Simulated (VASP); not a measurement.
# C7O in VASP: a series of runs

C7O is run at these levels: PBE+D3(BJ); tasks: single point.

Program: VASP 6.6.1. These are calculated values, not measurements. Logs are shortened: lines on timing, memory, paths and dates and some standing lists are left out, and cuts for length are marked.

## Step 1: The cell of the first run

The cell holds a slab with vacuum, 8 atoms: a = 2.465 Å, b = 2.465 Å, c = 26.899 Å, α = 90.00°, β = 90.00°, γ = 60.00°.

## Step 2: Single point, PBE+D3(BJ)

Contents of INCAR:

```
SYSTEM = C7O
PREC = Accurate
ENCUT = 520
EDIFF = 1E-7
ISMEAR = 0
SIGMA = 0.05
LREAL = .FALSE.
LASPH = .TRUE.
NELM = 80
ALGO = Normal
ISIF = 2
LWAVE = .FALSE.
LCHARG = .TRUE.
LDIPOL = .TRUE.
IDIPOL = 3
DIPOL = 0.5 0.5 0.510
GGA = PE
IVDW = 12
LELF = .TRUE.
LVHAR = .TRUE.
LVACPOTAV = .TRUE.
NBANDS = 27
```

Contents of KPOINTS:

```
Automatic mesh
0
G
  12 12 1
  0 0 0
```

Contents of POSCAR:

```
C7O
1.0
    2.4649373942      0.0000000000      0.0000000000
    1.2324826688      2.1346903355      0.0000000000
    0.0000000000      0.0000000000     26.8986607930
C O
7 1
Direct
    0.1656238015      0.1656238015      0.3160008621
    0.4989565371      0.4989565371      0.3160294754
    0.4983051249      0.4983051249      0.4413023013
    0.8316371673      0.8316371673      0.4413544628
    0.8324478254      0.8324478254      0.5670184336
    0.1657797351      0.1657797351      0.5670303635
    0.1616355389      0.1616355389      0.6940734913
    0.1616691256      0.1616691256      0.7362345314
```

Potentials or basis: VASP PAW PBE potentials, release 64 (C, O).

On the command line:

```
cat potpaw_PBE.64/C/POTCAR potpaw_PBE.64/O/POTCAR > POTCAR
mpirun -np 1 vasp_std > vasp.out
```

OUTCAR:

```text
SYSTEM = C7O
   PREC = Accurate
   ENCUT = 520
   EDIFF = 1E-7
   ISMEAR = 0
   LREAL = .FALSE.
   LASPH = .TRUE.
   NELM = 80
   ISIF = 2
   GGA = PE
   IVDW = 12
 IVDW          = 12

 ion  position               nearest neighbor table
   1  0.166  0.166  0.316-   2 1.42   2 1.42   2 1.42
   2  0.499  0.499  0.316-   1 1.42   1 1.42   1 1.42
   3  0.498  0.498  0.441-   4 1.42   4 1.42   4 1.42
   4  0.832  0.832  0.441-   3 1.42   3 1.42   3 1.42
   5  0.832  0.832  0.567-   6 1.42   6 1.42   6 1.42
   6  0.166  0.166  0.567-   5 1.42   5 1.42   5 1.42
   7  0.162  0.162  0.694-   8 1.13
   8  0.162  0.162  0.736-   7 1.13

  LATTYP: Found a hexagonal cell.
 ALAT       =     2.4649373942
 C/A-ratio  =    10.9125127706

  Lattice vectors:

 A1 = (  -1.2324826688,  -2.1346903355,   0.0000000000)
 A2 = (   2.4649373942,   0.0000000000,   0.0000000000)
 A3 = (   0.0000000000,   0.0000000000,  26.8986607930)

Analysis of symmetry for initial positions (statically):
=====================================================================
 Subroutine PRICEL returns:
 Original cell was already a primitive cell.

 Routine SETGRP: Setting up the symmetry group for a
 hexagonal supercell.

 Subroutine GETGRP returns: Found  2 space group operations
 (whereof  2 operations were pure point group operations)
 out of a pool of 24 trial point group operations.

The static configuration has the point symmetry C_1h.

Analysis of symmetry for dynamics (positions and initial velocities):
=====================================================================
 Subroutine PRICEL returns:
 Original cell was already a primitive cell.

 Routine SETGRP: Setting up the symmetry group for a
 hexagonal supercell.

 Subroutine GETGRP returns: Found  2 space group operations
 (whereof  2 operations were pure point group operations)
 out of a pool of 24 trial point group operations.

The dynamic configuration has the point symmetry C_1h.

 Subroutine INISYM returns: Found  2 space group operations
 (whereof  2 operations are pure point group operations),
 and found     1 'primitive' translations

----------------------------------------------------------------------------------------

                                     Primitive cell

  volume of cell :     141.5375

  direct lattice vectors                    reciprocal lattice vectors
     2.464937394  0.000000000  0.000000000     0.405689817 -0.234228665  0.000000000
     1.232482669  2.134690336  0.000000000     0.000000000  0.468452020  0.000000000
     0.000000000  0.000000000 26.898660793     0.000000000  0.000000000  0.037176572

  length of vectors
     2.464937394  2.464937394 26.898660793     0.468452020  0.468452020  0.037176572

  position of ions in fractional coordinates (direct lattice)
     0.165623801  0.165623801  0.316000862
     0.498956537  0.498956537  0.316029475
     0.498305125  0.498305125  0.441302301
     0.831637167  0.831637167  0.441354463
     0.832447825  0.832447825  0.567018434
     0.165779735  0.165779735  0.567030364
     0.161635539  0.161635539  0.694073491
     0.161669126  0.161669126  0.736234531

  ion indices of the primitive-cell ions
   primitive index   ion index
                 1           1
                 2           2
                 3           3
                 4           4
                 5           5
                 6           6
                 7           7
                 8           8

----------------------------------------------------------------------------------------

 KPOINTS: Automatic mesh

Automatic generation of k-mesh.
 Grid dimensions read from file:
 generate k-points for:   12   12    1

 Generating k-lattice:

  Cartesian coordinates                     Fractional coordinates (reciprocal lattice)
     0.033807485 -0.019519055  0.000000000     0.083333333 -0.000000000  0.000000000
     0.000000000  0.039037668  0.000000000     0.000000000  0.083333333  0.000000000
     0.000000000  0.000000000  0.037176572     0.000000000  0.000000000  1.000000000

  Length of vectors
     0.039037668  0.039037668  0.037176572

  Shift w.r.t. Gamma in fractional coordinates (k-lattice)
     0.000000000  0.000000000  0.000000000

 Subroutine IBZKPT returns following result:
 ===========================================

 Found     43 irreducible k-points:

 Following reciprocal coordinates:
            Coordinates               Weight
  0.000000  0.000000  0.000000      1.000000
  0.083333  0.000000  0.000000      4.000000
  0.083333  0.083333  0.000000      2.000000
  0.166667 -0.000000  0.000000      4.000000
  0.166667  0.166667  0.000000      2.000000
  0.250000  0.000000  0.000000      4.000000
[... 16 lines left out ...]
  0.333333  0.416667  0.000000      4.000000
 -0.083333  0.333333  0.000000      4.000000
 [... further k-points ...]
   k-points           NKPTS =     43   k-points in BZ     NKDIM =     43   number of bands    NBANDS=     27
   number of dos      NEDOS =    301   number of ions     NIONS =      8
   total plane-waves  NPLWV =  64800
   dimension x,y,z NGX =    18 NGY =   18 NGZ =  200
   dimension x,y,z NGXF=    36 NGYF=   36 NGZF=  400
   ions per type =               7   1
   NGX,Y,Z   is equivalent  to a cutoff of  12.14, 12.14, 12.36 a.u.
   NGXF,Y,Z  is equivalent  to a cutoff of  24.28, 24.28, 24.72 a.u.
 SYSTEM =  C7O
   PREC   = accura    normal or accurate (medium, high low for compatibility)
   ISTART =      0    job   : 0-new  1-cont  2-samecut
   ICHARG =      2    charge: 1-file 2-atom 10-const
   ISPIN  =      1    spin polarized calculation?
   LNONCOLLINEAR =      F non collinear calculations
   LSORBIT =      F    spin-orbit coupling
   LASPH  =      T    aspherical Exc in radial PAW
   ENCUT  =  520.0 eV  38.22 Ry    6.18 a.u.   4.58  4.58 50.01*2*pi/ulx,y,z
   NELM   =     80;   NELMIN=  2; NELMDL= -5     # of ELM steps
   EDIFF  = 0.1E-06   stopping-criterion for ELM
   LREAL  =      F    real-space projection
   EDIFFG = 0.1E-05   stopping-criterion for IOM
   NSW    =      0    number of steps for IOM
   IBRION =     -1    ionic relax: 0-MD 1-quasi-New 2-CG
   NFREE  =      0    steps in history (QN), initial steepest desc. (CG)
   ISIF   =      2    stress and relaxation
   ISYM   =      2    0-nonsym 1-usesym 2-fastsym
   POTIM  = 0.5000    time-step for ionic-motion
   TEBEG  =    0.0;   TEEND  =   0.0 temperature during run
   PSTRESS=    0.0 pullay stress
   NELECT =      34.0000    total number of electrons
   NUPDOWN=      -1.0000    fix difference up-down
   EMIN   =  10.00;   EMAX   =-10.00  energy-range for DOS
   EFERMI =   0.00;   METHOD = LEGACY
   ISMEAR =     0;   SIGMA  =   0.05  broadening in eV -4-tet -1-fermi 0-gaus
   EFERMI_NEDOS =   21; number of points for ismear=-14 and -15
   IALGO  =     38    algorithm
   IMIX   =      4    mixing-type and parameters
     AMIX     =   0.40;   BMIX     =  1.00
     AMIX_MAG =   1.60;   BMIX_MAG =  1.00
  volume/ion in A,a.u.               =      17.69       119.39
  Fermi-wavevector in a.u.,A,eV,Ry     =   1.017679  1.923134 14.091143  1.035670
  Thomas-Fermi vector in A             =   2.151093
   LORBIT       =      0    0 simple, 1 ext, 2 COOP (PROOUT), +10 PAW based schemes
   GGA     = PE    functional components
   LHFCALC =     F    Hartree Fock is set to
   AEXX    =    0.0000 exact exchange contribution
   IVDW    =    12    specifies the selected vdW correction
   LEPSILON=     F    determine dielectric tensor
   LRPA    =     F    only Hartree local field effects (RPA)
 non-spin polarized calculation
 Gauss-broadening in eV      SIGMA  =   0.05
  energy-cutoff  :      520.00
  volume of cell :      141.54
 maximum number of plane-waves:      3854
   NGX =  9   NGY =  9   NGZ =101

 dipolmoment           0.000000      0.000000     -0.025916 electrons x Angstroem

 number of electron      33.9999998 magnetization

 dipolmoment           0.000000      0.000000      0.047557 electrons x Angstroem

 Free energy of the ion-electron system (eV)
  ---------------------------------------------------
  ext. energy  EPLUGINS =         0.00000000
  ---------------------------------------------------
  free energy    TOTEN  =       -68.74583314 eV

  energy without entropy =      -68.74467762  energy(sigma->0) =      -68.74525538

 E-fermi :  -0.4396     XC(G=0):  -5.6510

 val. band max:       -0.4551524515   @ k =   0.5000   0.5000   0.0000
 cond. band min:      -0.4150477735   @ k =  -0.3333   0.3333   0.0000
 fundamental gap:      0.0401046780
 Fermi energy:        -0.4395831852

 k-point     1 :       0.0000    0.0000    0.0000
  band No.  band energies     occupation
      1     -25.5966      2.00000
      2     -19.9612      2.00000
      3     -19.7603      2.00000
      4     -19.4669      2.00000
      5     -10.8644      2.00000
      6      -8.5140      2.00000
[... 19 lines left out ...]
     26       7.9182      0.00000
     27       8.0029      0.00000

 k-point     2 :       0.0833    0.0000    0.0000
  band No.  band energies     occupation
      1     -25.5116      2.00000
      2     -19.7965      2.00000
      3     -19.5963      2.00000
      4     -19.3031      2.00000
      5     -10.7395      2.00000
      6      -8.3153      2.00000
[... 19 lines left out ...]
     26       7.9761      0.00000
     27       8.1374      0.00000

 k-point     3 :       0.0833    0.0833    0.0000
  band No.  band energies     occupation
      1     -25.5116      2.00000
      2     -19.7965      2.00000
      3     -19.5963      2.00000
      4     -19.3031      2.00000
      5     -10.7395      2.00000
      6      -8.3153      2.00000
[... 594 lines left out ...]
      1     -24.3395      2.00000
      2     -16.5800      2.00000
      3     -16.3923      2.00000
      4     -16.1034      2.00000
      5     -11.0459      2.00000
      6     -10.8730      2.00000
[... 19 lines left out ...]
     26       8.3340      0.00000
     27       8.9864      0.00000

 k-point    24 :      -0.0833    0.3333    0.0000
  band No.  band energies     occupation
      1     -24.3395      2.00000
      2     -16.5800      2.00000
      3     -16.3922      2.00000
      4     -16.1034      2.00000
      5     -11.0458      2.00000
      6     -10.8729      2.00000
[... 19 lines left out ...]
     26       8.3338      0.00000
     27       8.9864      0.00000

 [... further k-points ...]

------------------------ aborting loop because EDIFF is reached ----------------------------------------

 Edisp (eV)   -1.06527

 E8    (eV) :    -0.3059

  FORCE on cell =-STRESS in cart. coord.  units (eV):
  Direction    XX          YY          ZZ          XY          YZ          ZX
  --------------------------------------------------------------------------------------
  -------------------------------------------------------------------------------------
  Total       5.10512     5.10564     1.00457    -0.00045    -0.00076    -0.00132
  in kB      57.78896    57.79482    11.37157    -0.00507    -0.00863    -0.01495
  external pressure =       42.32 kB  Pullay stress =        0.00 kB

 VOLUME and BASIS-vectors are now :
 -----------------------------------------------------------------------------
  energy-cutoff  :      520.00
  volume of cell :      141.54
      direct lattice vectors                 reciprocal lattice vectors
     2.464937394  0.000000000  0.000000000     0.405689817 -0.234228665  0.000000000
     1.232482669  2.134690336  0.000000000     0.000000000  0.468452020  0.000000000
     0.000000000  0.000000000 26.898660793     0.000000000  0.000000000  0.037176572

 POSITION                                       TOTAL-FORCE (eV/Angst)
 -----------------------------------------------------------------------------------
      0.61238      0.35356      8.50000         0.000240      0.000138     -0.001842
      1.84485      1.06512      8.50077        -0.000237     -0.000137      0.001264
      1.84244      1.06373     11.87044        -0.000214     -0.000123      0.000436
      3.07491      1.77529     11.87184         0.000308      0.000178     -0.000169
      3.07791      1.77702     15.25204        -0.000511     -0.000295     -0.001760
      0.61296      0.35389     15.25236         0.000621      0.000358      0.001015
      0.59763      0.34504     18.66965        -0.000200     -0.000115     -0.958171
      0.59776      0.34511     19.80372        -0.000006     -0.000004      0.959229
 -----------------------------------------------------------------------------------
    total drift:                               -0.000180     -0.000104      0.000539

  FREE ENERGIE OF THE ION-ELECTRON SYSTEM (eV)
  ---------------------------------------------------
  free  energy   TOTEN  =       -69.8111078212 eV

  energy  without entropy=      -69.8099523002  energy(sigma->0) =      -69.81053006

 vacuum level on the upper side and lower side of the slab         5.494         3.858
```

Run time: 7.8 min. Hardware: 1 thread of Intel Xeon 8259CL, shared host; peak memory 0.32 GiB.

What came out:

```yaml
Free_energy: -69.8111 eV
Largest_force: 0.959 eV/Å
Band_gap_on_the_k_mesh: zero (bands 17 and 18 overlap by 0.04 eV)
Dispersion_energy_per_atom: -0.133 eV
```

Forces on the atoms (eV/Å):
```
C    0.000  0.000 -0.002
C    0.000  0.000  0.001
C    0.000  0.000  0.000
C    0.000  0.000  0.000
C   -0.001  0.000 -0.002
C    0.001  0.000  0.001
C    0.000  0.000 -0.958
O    0.000  0.000  0.959
```

## Step 3: Single point, PBE+D3(BJ)

Contents of INCAR:

```
  ALGO = Normal
  DIPOL = 0.5 0.5 0.507
  EDIFF = 1E-7
  ENCUT = 520
  GGA = PE
  IDIPOL = 3
  ISIF = 2
  ISMEAR = 0
  IVDW = 12
  LASPH = True
  LCHARG = False
  LDIPOL = True
  LREAL = False
  LWAVE = False
  NBANDS = 27
  NELM = 80
  PREC = Accurate
  SIGMA = 0.05
```

Contents of KPOINTS:

```
k-points
0
Gamma
  12 12 1
```

Contents of POSCAR:

```
C7O
1.0
    2.4649373942      0.0000000000      0.0000000000
    1.2324826688      2.1346903355      0.0000000000
    0.0000000000      0.0000000000     26.8986607930
C O
7 1
Direct
    0.1656238015      0.1656238015      0.3160008621
    0.4989565371      0.4989565371      0.3160294754
    0.4979620772      0.4979620772      0.4412190821
    0.8312934067      0.8312934067      0.4412697018
    0.8309920816      0.8309920816      0.5664169341
    0.1643209054      0.1643209054      0.5664456418
    0.4976030281      0.4976030281      0.6836018896
    0.4975958635      0.4975958635      0.7257671053
```

Potentials or basis: VASP PAW PBE potentials, release 64 (C, O).

On the command line:

```
cat potpaw_PBE.64/C/POTCAR potpaw_PBE.64/O/POTCAR > POTCAR
mpirun -np 1 vasp_std > vasp.out
```

Run time: 8.7 min. Hardware: 1 thread of Intel Xeon 8259CL, shared host; peak memory 0.32 GiB.

The run converged. Its results:

```yaml
Free_energy: -69.8320 eV
Largest_force: 0.944 eV/Å
Band_gap_on_the_k_mesh: zero (bands 17 and 18 overlap by 0.03 eV)
Dispersion_energy_per_atom: -0.136 eV
```

Forces in eV/Å, atoms in the order of the input:
```
C    0.000  0.000 -0.002
C    0.000  0.000  0.001
C    0.000  0.000 -0.003
C    0.000  0.000  0.001
C   -0.001  0.000  0.004
C    0.001  0.000 -0.003
C    0.000  0.000 -0.942
O    0.000  0.000  0.944
```

Levels at points of the mesh, in eV from the Fermi level:
| k point | band 15 | band 16 | band 17 | band 18 | band 19 | band 20 |
| --- | --- | --- | --- | --- | --- | --- |
| (0.00, 0.00, 0.00) | -2.83 | -2.59 | -2.59 | 3.62 | 4.96 | 5.53 |
| (0.50, 0.00, 0.00) | -2.48 | -2.18 | -1.85 | -0.01 | 1.62 | 1.98 |
| (0.50, 0.50, 0.00) | -2.47 | -2.18 | -1.85 | -0.01 | 1.62 | 1.98 |

The gap in the log of VASP goes by the Fermi energy; the results here count the filled bands.